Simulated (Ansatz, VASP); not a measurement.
# One calculation of InSb2As3, two programs

```
In Sb As
1.0
     3.10716    1.79392    4.91308
    -3.10716    1.79392    4.91308
     0.00000   -3.58784    4.91308
In Sb As
1 2 3
Direct
  0.00000 0.00000 0.00000
  0.62629 0.62629 0.62629
  0.37371 0.37371 0.37371
  0.00000 0.50000 0.00000
  0.50000 0.00000 0.00000
  0.00000 0.00000 0.50000
```

Change from the starting cell: species swapped into the Lu2Al3Fe type (R-3m, No. 166).

Alike in both runs: task relaxation of cell and atoms; functional PBE; k mesh 3 × 3 × 3; occupations gaussian, width 0.1 eV; no spin polarisation.

|  | VASP | Ansatz |
| --- | --- | --- |
| version | VASP 6.6.1 | Ansatz 0.2.0 |
| potentials or method | VASP PAW PBE potentials, release 64 (In_d, Sb_d_GW, As_d), cutoff 600 eV | scalar-relativistic, plane waves, PAW |
| valence electrons in the cell | 88 | 88 |

```csv
,VASP,Ansatz,Ansatz less VASP
"gap on the k mesh at the Fermi level, each at its own relaxed structure (eV)",none,none,-
relaxed volume (Å³/atom),25.39,26.15,+0.756
relaxed cell length with the largest relative difference (Å),5.995,7.306,+1.3108
```

A gap of «none» marks a metal or a gap that the smearing closes. One of these differences is far larger than is usual between the two programs; its cause wasn't traced.

The k mesh is coarse, so the values compare programs but aren't converged. Neither program's run includes spin-orbit coupling.
